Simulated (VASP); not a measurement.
Crystal: LuSb.

```
CELL_PARAMETERS angstrom
0.00000 3.03933 3.03933
3.03933 0.00000 3.03933
3.03933 3.03933 0.00000
ATOMIC_POSITIONS crystal
Lu 0.00000 0.00000 0.00000
Sb 0.50000 0.50000 0.50000
```

```yaml
Program: VASP 6.6.1
Task: relaxation of cell and atoms
Functional: PBEsol
Potentials_or_basis: VASP PAW PBE potentials, release 64 (Lu, Sb)
Cutoff: 600 eV
k_mesh: 8 × 8 × 8
Occupations: fermi-dirac, width 0.1 eV
Spin: no spin polarisation
```

At the start: pressure -2.2 GPa; volume 28.08 Å³/atom.

Question: How do energy, volume and symmetry change on relaxing?

Answer: Over 3 steps the energy falls by 7.4 meV/atom and the volume is 27.06 Å³/atom (-3.6 %); space group Fm-3m (No. 225, to 0.1 Å) before and after.

Step by step:
```
step  energy change (eV)  largest force (eV/Å)  pressure (GPa)  volume (Å³)
   1              0.0000                0.0000           -2.21        56.15
   2             -0.0103                0.0000            1.43        53.07
   3             -0.0149                0.0000            0.11        54.11
```

Final structure:
```
CELL_PARAMETERS angstrom
0.00000 3.00205 3.00205
3.00205 0.00000 3.00205
3.00205 3.00205 0.00000
ATOMIC_POSITIONS crystal
Lu 0.00000 0.00000 0.00000
Sb 0.50000 0.50000 0.50000
```

Caveat: the PAW data sets were made with another functional, which shifts forces and pressure a little.
